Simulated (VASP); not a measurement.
Wanted: the native input for a VASP 6.6.1 run.

```
Task                   : single point
Functional             : PBE
Potentials or basis    : VASP PAW PBE potentials, release 64 (Fe, Si)
Cutoff                 : 520 eV
k mesh                 : 9 × 9 × 10
Occupations            : gaussian, width 0.1 eV
Spin                   : collinear spin, ferromagnetic start
Starting moments       : [1.35, 1.35, 1.35, 0.0, 0.0, 0.0] μB
Dipole correction      : no
Further INCAR settings : ALGO = Normal; EDIFF = 1e-06; NBANDS = 31
```

The structure of FeSi lies in POSCAR:

```
FeSi
1.0
    4.8335892410      0.0000000000      0.0000000000
   -2.4167946205      4.1860110741      0.0000000000
    0.0000000000      0.0000000000      3.8582436906
Fe Si
3 3
Direct
    0.5000000000      0.0000000000      0.0000000000
    0.5000000000      0.5000000000      0.0000000000
    0.0000000000      0.5000000000      0.0000000000
    0.0000000000      0.0000000000      0.0000000000
    0.3333333333      0.6666666667      0.5000000000
    0.6666666667      0.3333333333      0.5000000000
```

These files were run (other wordings do the same):

INCAR

```
SYSTEM = FeSi
ALGO = Normal ; EDIFF = 1E-6
ENCUT = 520 ; GGA = PE
ISIF = 2 ; ISMEAR = 0
ISPIN = 2 ; LASPH = .True.
LCHARG = .False. ; LMAXMIX = 4
LORBIT = 11 ; LREAL = .False.
LWAVE = .False. ; MAGMOM = 1.35 1.35 1.35 0 0 0
NBANDS = 31 ; NELM = 150
PREC = Accurate ; SIGMA = 0.1
```

KPOINTS

```
k-points
0
Gamma
  9 9 10
  0 0 0
```

Potentials or basis: VASP PAW PBE potentials, release 64 (Fe, Si).

Run with:

```bash
$ cat potpaw_PBE.64/Fe/POTCAR potpaw_PBE.64/Si/POTCAR > POTCAR
$ mpirun -np 1 vasp_std > vasp.out
```

It gave:

```
Pressure                                              : 0.0 GPa
Net moment                                            : 3.36 μB per cell
Site moments                                          : Fe +1.20; Si -0.07, -0.04 μB
Valence electrons inside the program's atomic spheres : Fe 7.65; Si 1.57, 1.61
```

It took 4.9 min on 1 thread of AMD EPYC 9R14 (shared host), peak memory 0.35 GiB.
